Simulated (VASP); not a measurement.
# Mg5ZnO6 in VASP: notebook, part 2 of 2

VASP 6.6.1.

**5. Relaxation of cell and atoms, PBE**

INCAR

```
ALGO = Normal ; EDIFF = 1E-6
EDIFFG = -0.04 ; ENCUT = 600
GGA = PE ; IBRION = 2
ISIF = 3 ; ISMEAR = 0
LASPH = True ; LCHARG = False
LREAL = False ; LWAVE = False
NELM = 60 ; NSW = 90
PREC = Accurate ; SIGMA = 0.1
```

KPOINTS

```
k-points
0
Gamma
  6 6 1
```

POSCAR

```
Mg5ZnO6
1.0
    3.3112041100      0.0000000000      0.0000000000
   -1.6556020600      2.8675868800      0.0000000000
    0.0000000000      0.0000000000     16.2215210100
Mg Zn O
5 1 6
Direct
    0.3333333300      0.6666666700      0.8333333300
    0.6666666700      0.3333333300      0.1666666700
    0.3333333300      0.6666666700      0.3333333300
    0.0000000000      0.0000000000      0.5000000000
    0.6666666700      0.3333333300      0.6666666700
    0.0000000000      0.0000000000      0.0000000000
    0.6666666700      0.3333333300      0.9166666700
    0.3333333300      0.6666666700      0.0833333300
    0.0000000000      0.0000000000      0.2500000000
    0.6666666700      0.3333333300      0.4166666700
    0.3333333300      0.6666666700      0.5833333300
    0.0000000000      0.0000000000      0.7500000000
```

Command:

```bash
$ cat potpaw_PBE.64/Mg/POTCAR potpaw_PBE.64/Zn/POTCAR potpaw_PBE.64/O/POTCAR > POTCAR
$ mpirun -np 1 vasp_std > vasp.out
```

Run time: 17 min. Hardware: 1 thread of Intel Xeon 8259CL, shared host; peak memory 0.36 GiB.

Results (log left out):

* Free energy: -68.2912 eV
* Relaxed volume: 9.67 Å³/atom
* Relaxed cell: a = 3.014 Å, b = 3.014 Å, c = 14.747 Å, α = 90.00°, β = 90.00°, γ = 120.00°
* Space group after relaxing (to 0.1 Å): P-3m1 (No. 164)
* Energy gained by relaxing: 307.7 meV/atom
* Ionic steps: 13
* Pressure after relaxing: 0.0 GPa
* Largest force after relaxing: 0.009 eV/Å
* Band gap on the k mesh: 3.31 eV

Forces on the atoms (eV/Å):
```
Mg   0.000  0.000  0.003
Mg   0.000  0.000 -0.003
Mg   0.000  0.000 -0.005
Mg   0.000  0.000  0.000
Mg   0.000  0.000  0.005
Zn   0.000  0.000  0.000
O    0.000  0.000  0.009
O    0.000  0.000 -0.009
O    0.000  0.000  0.006
O    0.000  0.000 -0.007
O    0.000  0.000  0.007
O    0.000  0.000 -0.006
```

Step by step:
```csv
step,energy change (eV),largest force (eV/Å),pressure (GPa),volume (Å³)
1,0.0000,0.3096,-24.19,154.03
2,-3.6632,0.4944,1.95,114.74
3,-3.6712,0.4823,0.13,116.05
4,-3.6695,0.4757,-0.74,116.74
5,-3.6841,0.1463,-0.78,116.68
6,-3.6856,0.1907,-0.80,116.65
7,-3.6893,0.0919,0.40,115.75
8,-3.6893,0.0866,0.25,115.87
9,-3.6905,0.0522,0.06,115.97
10,-3.6910,0.0613,-0.10,116.09
11,-3.6918,0.0446,-0.01,116.04
12,-3.6918,0.0475,0.02,116.01
13,-3.6921,0.0093,0.01,116.01
```

Final structure:
```
Mg Zn O
1.0
     3.01388    0.00000    0.00000
    -1.50694    2.61009    0.00000
     0.00000    0.00000   14.74748
Mg Zn O
5 1 6
Direct
  0.33333 0.66667 0.83191
  0.66667 0.33333 0.16809
  0.33333 0.66667 0.33412
  0.00000 0.00000 0.50000
  0.66667 0.33333 0.66588
  0.00000 0.00000 0.00000
  0.66667 0.33333 0.91283
  0.33333 0.66667 0.08717
  0.00000 0.00000 0.25115
  0.66667 0.33333 0.41709
  0.33333 0.66667 0.58291
  0.00000 0.00000 0.74885
```

Levels at points of the mesh, in eV from the valence-band top:
| k point | band 27 | band 28 | band 29 | band 30 | band 31 | band 32 |
| --- | --- | --- | --- | --- | --- | --- |
| (0.00, 0.00, 0.00) | -0.31 | 0.00 | 0.00 | 3.31 | 5.06 | 5.46 |
| (0.50, 0.00, 0.00) | -0.97 | -0.38 | -0.29 | 6.61 | 6.95 | 8.14 |

Caveat: the volume moved by over 15 % at a fixed basis, so the end points are rough.

**6. Single point, PBE**

This run uses another cell than the first one, of 9.71 Å³/atom.

INCAR

```
SYSTEM = Mg5ZnO6
ALGO = Normal ; EDIFF = 1E-6
ENCUT = 520 ; GGA = PE
ISIF = 2 ; ISMEAR = 0
LASPH = .TRUE. ; LCHARG = .TRUE.
LELF = .TRUE. ; LREAL = .FALSE.
LVHAR = .TRUE. ; LWAVE = .FALSE.
NBANDS = 41 ; NELM = 60
PREC = Accurate ; SIGMA = 0.02
```

KPOINTS

```
k-points
0
G
  12 12 2
  0 0 0
```

POSCAR

```
Mg5ZnO6
1.0
    3.0187913742      0.0000000000      0.0000000000
   -1.5093956871      2.6143500188      0.0000000000
    0.0000000000      0.0000000000     14.7673278216
Mg Zn O
5 1 6
Direct
    0.3333333333      0.6666666667      0.8323042667
    0.6666666667      0.3333333333      0.1676957333
    0.3333333333      0.6666666667      0.3338966698
    0.0000000000      0.0000000000      0.5000000000
    0.6666666667      0.3333333333      0.6661033302
    0.0000000000      0.0000000000      0.0000000000
    0.6666666667      0.3333333333      0.9133950012
    0.3333333333      0.6666666667      0.0866049988
    0.0000000000      0.0000000000      0.2508633090
    0.6666666667      0.3333333333      0.4169515992
    0.3333333333      0.6666666667      0.5830484008
    0.0000000000      0.0000000000      0.7491366910
```

Potentials or basis: VASP PAW PBE potentials, release 64 (Mg, Zn, O).

Command:

```bash
$ cat potpaw_PBE.64/Mg/POTCAR potpaw_PBE.64/Zn/POTCAR potpaw_PBE.64/O/POTCAR > POTCAR
$ mpirun -np 1 vasp_std > vasp.out
```

It took 5.7 min on 1 thread of Intel Xeon 8259CL, shared host; peak memory 0.34 GiB.

It converged, with:

| Quantity | Value |
| --- | --- |
| Free energy | -68.1955 eV |
| Pressure | -0.4 GPa |
| Largest force | 0.070 eV/Å |
| Band gap on the k mesh | 3.28 eV |

Forces in eV/Å, atoms in the order of the input:
```
Mg   0.000  0.000 -0.006
Mg   0.000  0.000  0.006
Mg   0.000  0.000 -0.001
Mg   0.000  0.000  0.000
Mg   0.000  0.000  0.001
Zn   0.000  0.000  0.000
O    0.000  0.000 -0.070
O    0.000  0.000  0.070
O    0.000  0.000  0.001
O    0.000  0.000  0.000
O    0.000  0.000  0.000
O    0.000  0.000 -0.001
```

Levels at points of the mesh, in eV from the valence-band top:
| k point | band 26 | band 27 | band 28 | band 29 | band 30 | band 31 | band 32 | band 33 |
| --- | --- | --- | --- | --- | --- | --- | --- | --- |
| (0.00, 0.00, 0.00) | -0.32 | -0.32 | 0.00 | 0.00 | 3.28 | 5.01 | 5.40 | 6.65 |
| (0.50, 0.00, 0.00) | -1.10 | -0.97 | -0.38 | -0.29 | 6.61 | 6.93 | 8.10 | 8.57 |
| (0.00, 0.00, 0.50) | -0.36 | -0.36 | 0.00 | 0.00 | 3.45 | 4.54 | 6.12 | 6.16 |
| (0.50, 0.00, 0.50) | -1.11 | -0.94 | -0.43 | -0.29 | 6.62 | 7.04 | 7.77 | 8.92 |

**7. The runs side by side**

| task | cell | k mesh | cutoff (eV) | smearing | gap on the mesh (eV) | pressure (GPa) | largest force (eV/Å) |
| --- | --- | --- | --- | --- | --- | --- | --- |
| single point | a = 3.311, b = 3.311, c = 16.222 Å, angles 90.0, 90.0, 120.0°, 12 atoms, atomic positions A | 6 × 6 × 1 | 520 | gaussian 0.1 eV | 1.56 | -24.1 | 0.31 |
| single point | a = 3.019, b = 3.019, c = 14.767 Å, angles 90.0, 90.0, 120.0°, 12 atoms, atomic positions B | 6 × 6 × 2 | 520 | gaussian 0.1 eV | 3.28 | -0.4 | 0.07 |
| single point | a = 3.019, b = 3.019, c = 14.769 Å, angles 90.0, 90.0, 120.0°, 12 atoms, atomic positions B | 6 × 6 × 1 | 520 | gaussian 0.1 eV | 3.28 | -0.5 | 0.07 |
| relaxation of cell and atoms | relaxed from a = 3.311, b = 3.311, c = 16.222 Å, angles 90.0, 90.0, 120.0°, 12 atoms, atomic positions A | 6 × 6 × 1 | 600 | gaussian 0.1 eV | 3.31 | 0.0 | 0.01 |
| single point | a = 3.019, b = 3.019, c = 14.767 Å, angles 90.0, 90.0, 120.0°, 12 atoms, atomic positions B | 12 × 12 × 2 | 520 | gaussian 0.02 eV | 3.28 | -0.4 | 0.07 |

Alike in all rows: level PBE; potentials or basis VASP PAW PBE potentials, release 64 (Mg, Zn, O); no spin polarisation.

Caveats: some runs use coarse meshes; the cell stands under tension (at least some runs); the volume moved by over 15 % at a fixed basis, so the end points are rough (at least some runs).

Absolute energies hang on the potentials; compare differences alone.
